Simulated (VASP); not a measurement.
Write the native input for VASP 6.6.1 that does the following.

```yaml
Task: single point
Functional: HF
Potentials_or_basis: VASP PAW PBE potentials, release 64 (Al, N)
Cutoff: 520 eV
k_mesh: 6 × 6 × 4
Occupations: gaussian, width 0.01 eV
Spin: no spin polarisation
Dipole_correction: no
Grid_for_exact_exchange_PRECFOCK: Normal
Further_INCAR_settings: ALGO = Normal; EDIFF = 1e-06; NBANDS = 16
Share_of_exact_exchange: 1
```

Crystal: AlN.

```xyz
4
Lattice="3.1067 0.0000 0.0000 -1.5533 2.6905 0.0000 0.0000 0.0000 4.9786" Properties=species:S:1:pos:R:3 pbc="T T T"
Al    0.0000    1.7937   -0.0164
Al    1.5533    0.8968    2.4729
N     0.0000    1.7937    1.8834
N     1.5533    0.8968    4.3727
```

One way to write it, as run:

POSCAR

```
AlN
1.0
    3.1066937601      0.0000000000      0.0000000000
   -1.5533468801      2.6904757181      0.0000000000
    0.0000000000      0.0000000000      4.9785915499
Al N
2 2
Direct
    0.3333333333      0.6666666667     -0.0032954728
    0.6666666667      0.3333333333      0.4967045272
    0.3333333333      0.6666666667      0.3782954728
    0.6666666667      0.3333333333      0.8782954728
```

INCAR.step1

```
SYSTEM = AlN
PREC     = Accurate       ! precision mode
ENCUT    = 520            ! plane-wave cutoff, eV
EDIFF    = 1E-5           ! SCF threshold, eV
ISMEAR   = 0              ! smearing method
SIGMA    = 0.01           ! smearing width, eV
LREAL    = .FALSE.        ! projectors in reciprocal space
LASPH    = .TRUE.         ! aspherical terms in the spheres
NELM     = 100            ! most SCF steps
ALGO     = Normal         ! electronic algorithm
ISIF     = 2              ! what is computed and relaxed
LWAVE    = .TRUE.         ! write WAVECAR
LCHARG   = .FALSE.        ! write CHGCAR
GGA      = PE             ! functional
NBANDS   = 16             ! bands
```

INCAR.step2

```
SYSTEM = AlN
PREC     = Accurate       ! precision mode
ENCUT    = 520            ! plane-wave cutoff, eV
EDIFF    = 1E-6           ! SCF threshold, eV
ISMEAR   = 0              ! smearing method
SIGMA    = 0.01           ! smearing width, eV
LREAL    = .FALSE.        ! projectors in reciprocal space
LASPH    = .TRUE.         ! aspherical terms in the spheres
NELM     = 100            ! most SCF steps
ALGO     = Normal         ! electronic algorithm
ISIF     = 2              ! what is computed and relaxed
LWAVE    = .FALSE.        ! write WAVECAR
LCHARG   = .FALSE.        ! write CHGCAR
GGA      = PE             ! functional
LHFCALC  = .TRUE.         ! exact exchange
AEXX     = 1.0            ! exact-exchange fraction
ALDAC    = 0.0          
AGGAC    = 0.0          
PRECFOCK = Normal       
ISTART   = 1            
NBANDS   = 16             ! bands
```

KPOINTS

```
regular mesh
0
G
  6 6 4
  0 0 0
```

Potentials or basis: VASP PAW PBE potentials, release 64 (Al, N).

The run is started by

```console
$ cat potpaw_PBE.64/Al/POTCAR potpaw_PBE.64/N/POTCAR > POTCAR
$ cp INCAR.step1 INCAR
$ mpirun -np 1 vasp_std > vasp.out
$ cp INCAR.step2 INCAR
$ mpirun -np 1 vasp_std > vasp.out
```

Results of the run:

```yaml
Pressure: -1.8 GPa
Largest_force: 0.042 eV/Å
Band_gap_on_the_k_mesh: 12.37 eV
```

Caveat: the PAW data sets were made with another functional, which shifts forces and pressure a little.

Wall time 20 min on 1 thread of Intel(R) Xeon(R) Platinum 8488C (Sapphire Rapids), with other jobs on the host, peak memory 0.17 GiB.
